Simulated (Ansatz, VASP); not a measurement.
## Two plane-wave programs on Mo2Ru3

```xyz
10
Lattice="2.7601 0.0000 0.0000 -1.3800 2.3903 0.0000 0.0000 0.0000 22.1106" Properties=species:S:1:pos:R:3 pbc="T T T"
Mo    0.0000    1.5935   14.3304
Mo    0.0000    1.5935   18.8354
Mo    1.3800    0.7968    3.2751
Mo    1.3800    0.7968    7.7802
Ru    0.0000    1.5935    1.1202
Ru    0.0000    1.5935    5.5276
Ru    0.0000    1.5935    9.9351
Ru    1.3800    0.7968   16.5829
Ru    1.3800    0.7968   20.9904
Ru    1.3800    0.7968   12.1755
```

Alike in both runs: functional PBE; k mesh 6 × 6 × 1; occupations gaussian, width 0.1 eV; no spin polarisation.

Ansatz relaxed the structure, and its values are those at the end. VASP's run is a single point on that final structure, the one shown.

```csv
,VASP,Ansatz
version,VASP 6.6.1,Ansatz 0.2.0
potentials or method,"VASP PAW PBE potentials, release 64 (Mo_sv, Ru_pv), cutoff 520 eV","scalar-relativistic, plane waves, PAW"
valence electrons in the cell,140,152
```

|  | VASP | Ansatz | Ansatz less VASP |
| --- | --- | --- | --- |
| gap on the k mesh at the Fermi level (eV) | none | none | - |
| pressure (GPa) | 0.3 | 0.1 | -0.22 |
| rms of the force components (eV/Å) | 0.011 | 0.004 | -0.0075 |

A gap of «none» marks a metal or a gap that the smearing closes. VASP's potentials hold 140 valence electrons a cell and Ansatz's 152, so a difference there can come from the potentials and not from the codes.

The k mesh is coarse, so the values compare programs but aren't converged.
